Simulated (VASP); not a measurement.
Set up this calculation in VASP 6.6.1, as the native input.

* Task: single point
* Functional: PBE
* Potentials or basis: VASP PAW PBE potentials, release 64 (Cd, S)
* Cutoff: 520 eV
* k mesh: 10 × 10 × 6
* Occupations: gaussian, width 0.05 eV
* Spin: no spin polarisation
* Dipole correction: no
* Further INCAR settings: ALGO = Normal; EDIFF = 1e-06; NBANDS = 26

The structure of CdS lies in POSCAR:

```
CdS
1.0
    4.1403062999      0.0000000000      0.0000000000
   -2.0701531500      3.5856104352      0.0000000000
    0.0000000000      0.0000000000      6.7355976246
Cd S
2 2
Direct
    0.3333333333      0.6666666667      0.0041671622
    0.6666666667      0.3333333333      0.5041671622
    0.3333333333      0.6666666667      0.3808328378
    0.6666666667      0.3333333333      0.8808328378
```

This cell differs from its parent crystal: volume scaled by 0.960.

The input as run:

INCAR

```
SYSTEM = CdS
ALGO = Normal
EDIFF = 1E-6
ENCUT = 520
GGA = PE
ISIF = 2
ISMEAR = 0
LASPH = .TRUE.
LCHARG = .FALSE.
LREAL = .FALSE.
LWAVE = .FALSE.
NBANDS = 26
NELM = 100
PREC = Accurate
SIGMA = 0.05
```

KPOINTS

```
k-points
0
G
  10 10 6
  0 0 0
```

Potentials or basis: VASP PAW PBE potentials, release 64 (Cd, S).

Command:

```bash
$ cat potpaw_PBE.64/Cd/POTCAR potpaw_PBE.64/S/POTCAR > POTCAR
$ mpirun -np 1 vasp_std > vasp.out
```

Results of the run:

| Item | Value |
| --- | --- |
| Pressure | 2.7 GPa |
| Largest force | 0.004 eV/Å |
| Band gap on the k mesh | 1.21 eV, direct |

Run time: 55 s on 1 thread of Intel(R) Xeon(R) 6975P-C (Granite Rapids), on a shared host, peak memory 0.28 GiB.
